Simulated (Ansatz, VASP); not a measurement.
**One calculation of Cr, two programs**

```
CELL_PARAMETERS angstrom
-1.41536 1.41536 1.41536
1.41536 -1.41536 1.41536
1.41536 1.41536 -1.41536
ATOMIC_POSITIONS crystal
Cr 0.00000 0.00000 0.00000
```

Alike in both runs: task single point; functional PBE; k mesh 10 × 10 × 10; occupations gaussian, width 0.05 eV; collinear spin.

|  | VASP | Ansatz |
| --- | --- | --- |
| version | VASP 6.6.1 | Ansatz 0.2.0 |
| potentials or method | VASP PAW PBE potentials, release 64 (Cr_pv), cutoff 520 eV | scalar-relativistic, plane waves, PAW |
| valence electrons in the cell | 12 | 14 |

Ansatz gave:

| Item | Value |
| --- | --- |
| gap on the k mesh at the Fermi level (eV) | none |
| pressure (GPa) | 5.4 |
| net moment per atom (μB) | 0.00 |

Estimate VASP's values.

gap on the k mesh at the Fermi level (eV): none; pressure (GPa): 4.8; net moment per atom (μB): 0.00.

A gap of «none» marks a metal or a gap that the smearing closes. VASP's potentials hold 12 valence electrons a cell and Ansatz's 14, so a difference there can come from the potentials and not from the codes. Ansatz's warnings: seeded moment not kept.
